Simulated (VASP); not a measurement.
Runs of VASP 6.6.1 on SiC. The structure is that of space group F-43m (No. 216), or close to it. The cells are those of the table. 

```tsv
task	cell	k mesh	cutoff (eV)	smearing	ions in elastic constants	gap on the mesh (eV)	pressure (GPa)
single point	a = 3.061 Å, angles 60.0, 60.0, 90.0°, 2 atoms	14 × 14 × 14	520	fermi-dirac 0.08 eV	-	1.29	0.4
single point	a = 3.092, b = 3.092, c = 3.066 Å, angles 59.7, 59.7, 90.0°, 2 atoms	10 × 10 × 10	520	gaussian 0.01 eV	-	1.12	-2.5
single point	a = 3.000, b = 3.000, c = 3.052 Å, angles 60.6, 60.6, 90.0°, 2 atoms	10 × 10 × 10	520	gaussian 0.01 eV	-	(a)	6.8
single point	a = 3.076, b = 3.076, c = 3.063 Å, angles 59.9, 59.9, 90.0°, 2 atoms	10 × 10 × 10	520	gaussian 0.01 eV	-	1.20	(c)
single point	a = 3.030, b = 3.030, c = 3.055 Å, angles 60.3, 60.3, 90.0°, 2 atoms	10 × 10 × 10	520	gaussian 0.01 eV	-	1.19	3.7
single point	a = 3.030, b = 3.030, c = 3.057 Å, angles 60.3, 60.3, 90.0°, 2 atoms	10 × 10 × 10	520	gaussian 0.01 eV	-	1.18	3.5
single point	a = 3.046, b = 3.046, c = 3.059 Å, angles 60.1, 60.1, 90.0°, 2 atoms	10 × 10 × 10	520	gaussian 0.01 eV	-	(b)	1.9
single point	a = 3.122, b = 3.122, c = 3.074 Å, angles 59.5, 59.5, 90.0°, 2 atoms	10 × 10 × 10	520	gaussian 0.01 eV	-	0.99	-5.7
single point	a = 3.122, b = 3.122, c = 3.070 Å, angles 59.4, 59.4, 90.0°, 2 atoms	10 × 10 × 10	520	gaussian 0.01 eV	-	0.96	-5.2
single point	a = 3.061 Å, angles 60.0, 60.0, 90.0°, 2 atoms	10 × 10 × 10	600	gaussian 0.01 eV	-	1.29	0.3
```

Alike in all rows: level LDA; potentials or basis VASP PAW LDA potentials, release 64 (Si, C); no spin polarisation.

Question: Fill in the values left out.

Answer: (a) 1.08; (b) 1.24; (c) -1.0.

A k mesh can miss the band edges.
